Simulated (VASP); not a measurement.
Set up this calculation in VASP 6.6.1, as the native input.

- Task: relaxation of cell and atoms
- Functional: r2SCAN
- Potentials or basis: VASP PAW PBE potentials, release 64 (Mg)
- Cutoff: 600 eV
- k mesh: 21 × 21 × 21
- Occupations: gaussian, width 0.1 eV
- Spin: no spin polarisation
- Dipole correction: no
- Further INCAR settings: ALGO = Normal; EDIFF = 1e-06; IBRION = 2; EDIFFG = -0.01; NSW = 100; ISIF = 3

The system is Mg.

```xyz
1
Lattice="1.5640 0.9030 2.6850 -1.5640 0.9030 2.6850 0.0000 -1.8060 2.6850" Properties=species:S:1:pos:R:3 pbc="T T T"
Mg    0.0000    0.0000    4.0276
```

These files were run (other wordings do the same):

POSCAR

```
Mg
1.0
    1.5640318474      0.9029942081      2.6850413081
   -1.5640318474      0.9029942081      2.6850413081
    0.0000000000     -1.8059884162      2.6850413081
Mg
1
Direct
    0.5000000000      0.5000000000      0.5000000000
```

INCAR.step1

```
SYSTEM = Mg
ALGO     = Normal         ! electronic algorithm
EDIFF    = 1E-4           ! SCF threshold, eV
ENCUT    = 600            ! plane-wave cutoff, eV
GGA      = PE             ! functional
ISMEAR   = 0              ! smearing method
LASPH    = .True.         ! aspherical terms in the spheres
LCHARG   = .False.        ! write CHGCAR
LREAL    = .False.        ! projectors in reciprocal space
LWAVE    = .True.         ! write WAVECAR
NELM     = 80             ! most SCF steps
PREC     = Accurate       ! precision mode
SIGMA    = 0.1            ! smearing width, eV
```

INCAR.step2

```
SYSTEM = Mg
ALGO     = Normal         ! electronic algorithm
EDIFF    = 1E-6           ! SCF threshold, eV
EDIFFG   = -0.01          ! ionic threshold
ENCUT    = 600            ! plane-wave cutoff, eV
IBRION   = 2              ! ionic algorithm
ISIF     = 3              ! what is computed and relaxed
ISMEAR   = 0              ! smearing method
ISTART   = 1            
LASPH    = .True.         ! aspherical terms in the spheres
LCHARG   = .False.        ! write CHGCAR
LMIXTAU  = .True.       
LREAL    = .False.        ! projectors in reciprocal space
LWAVE    = .False.        ! write WAVECAR
METAGGA  = R2SCAN         ! meta-GGA
NELM     = 80             ! most SCF steps
NSW      = 100            ! ionic steps
PREC     = Accurate       ! precision mode
SIGMA    = 0.1            ! smearing width, eV
```

KPOINTS

```
k-points
0
Gamma
  21 21 21
  0 0 0
```

Potentials or basis: VASP PAW PBE potentials, release 64 (Mg).

Run with:

```console
$ cat potpaw_PBE.64/Mg/POTCAR > POTCAR
$ cp INCAR.step1 INCAR
$ mpirun -np 1 vasp_std > vasp.out
$ cp INCAR.step2 INCAR
$ mpirun -np 1 vasp_std > vasp.out
```

It gave:

| Item | Value |
| --- | --- |
| Relaxed volume | 22.58 Å³/atom |
| Relaxed cell | a = 3.174 Å, b = 3.174 Å, c = 3.174 Å, α = 59.94°, β = 59.94°, γ = 59.94° |
| Space group after relaxing (to 0.1 Å) | Fm-3m (No. 225) |
| Energy gained by relaxing | 6.5 meV/atom |
| Ionic steps | 7 |
| Pressure after relaxing | 0.0 GPa |
| Band gap on the k mesh | zero (bands 1 and 2 overlap by 2.22 eV) |

Caveat: the PAW data sets were made with another functional, which shifts forces and pressure a little.

Wall time 21 min on 1 thread of Intel Xeon 8259CL, with other jobs on the host, peak memory 0.31 GiB.
